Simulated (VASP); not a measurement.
The system is Ca3GeBiH4.

```xyz
9
Lattice="6.2466 0.0000 0.0000 -3.1233 5.4097 0.0000 0.0000 0.0000 4.5689" Properties=species:S:1:pos:R:3 pbc="T T T"
Ca    3.1233    0.0000    2.2844
Ca   -1.5616    2.7048    2.2844
Ca    1.5616    2.7048    2.2844
Ge    0.0000    0.0000    0.0000
Bi    0.0000    0.0000    2.2844
H     0.0000    3.6065    2.2844
H     3.1233    1.8032    2.2844
H     0.0000    3.6065    0.0000
H     3.1233    1.8032    0.0000
```

The cell was built from a structure type or drawn by symmetry, and may not be a known phase.

| Quantity | Value |
| --- | --- |
| Program | VASP 6.6.1 |
| Task | relaxation of cell and atoms |
| Functional | PBE |
| Potentials or basis | VASP PAW PBE potentials, release 64 (Ca_sv, Ge_d, Bi_d, H) |
| Cutoff | 600 eV |
| k mesh | 3 × 3 × 4 |
| Occupations | gaussian, width 0.1 eV |
| Spin | no spin polarisation |

At the start: pressure 24.9 GPa; volume 17.15 Å³/atom.

Problem. Where does the relaxation end?

Solution. Over 6 steps the energy falls by 476.8 meV/atom and the volume is 25.56 Å³/atom (+49.0 %); space group P6/mmm (No. 191, to 0.1 Å) before and after.

Step by step:
| step | energy change (eV) | largest force (eV/Å) | pressure (GPa) | volume (Å³) |
| --- | --- | --- | --- | --- |
| 1 | 0.0000 | 0.0000 | 24.93 | 154.39 |
| 2 | -4.1850 | 0.0000 | 0.86 | 221.77 |
| 3 | -4.1879 | 0.0000 | 0.45 | 224.61 |
| 4 | -4.2858 | 0.0000 | -0.06 | 228.82 |
| 5 | -4.2909 | 0.0000 | -0.16 | 229.97 |
| 6 | -4.2908 | 0.0000 | -0.18 | 230.07 |

Final structure:
```
Ca Ge Bi H
1.0
     7.09025    0.00000    0.00000
    -3.54513    6.14034    0.00000
     0.00000    0.00000    5.28460
Ca Ge Bi H
3 1 1 4
Direct
  0.50000 0.00000 0.50000
  0.00000 0.50000 0.50000
  0.50000 0.50000 0.50000
  0.00000 0.00000 0.00000
  0.00000 0.00000 0.50000
  0.33333 0.66667 0.50000
  0.66667 0.33333 0.50000
  0.33333 0.66667 0.00000
  0.66667 0.33333 0.00000
```

Caveat: the k points lie up to 0.34 Å⁻¹ apart in the final cell, too coarse for converged energies and pressures of a metal; the volume moved by over 15 % at a fixed basis, so the end points are rough.
